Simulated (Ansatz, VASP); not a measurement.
Rh in VASP and in Ansatz

```xyz
2
Lattice="2.4736 0.0000 0.0000 -1.2368 2.1422 0.0000 0.0000 0.0000 4.6753" Properties=species:S:1:pos:R:3 pbc="T T T"
Rh    1.2368    0.7141    3.5065
Rh    0.0000    1.4282    1.1688
```

Change from the starting cell: strain -0.080 along x and y, +0.080 along z, atoms carried along.

Alike in both runs: task single point; functional PBEsol; k mesh 24 × 24 × 14; occupations gaussian, width 0.15 eV; no spin polarisation.

|  | VASP | Ansatz |
| --- | --- | --- |
| version | VASP 6.6.1 | Ansatz 0.2.0 |
| potentials or method | VASP PAW PBE potentials, release 64 (Rh_pv), cutoff 520 eV | scalar-relativistic, plane waves, PAW |
| valence electrons in the cell | 30 | 34 |

VASP gave:

| Property | Result |
| --- | --- |
| gap on the k mesh at the Fermi level (eV) | none |
| pressure (GPa) | 43.4 |
| traceless stress, the component that is largest in VASP (GPa) | -49.64 |

Question: What did Ansatz give for the same quantities?

Answer: gap on the k mesh at the Fermi level (eV): none; pressure (GPa): 43.4; traceless stress, the component that is largest in VASP (GPa): -49.58.

VASP's potentials were made for PBE, not for PBEsol. A gap of «none» marks a metal or a gap that the smearing closes. Both programs put the cell under a high pressure, so it lies far from rest at this level. VASP's potentials hold 30 valence electrons a cell and Ansatz's 34, so a difference there can come from the potentials and not from the codes.
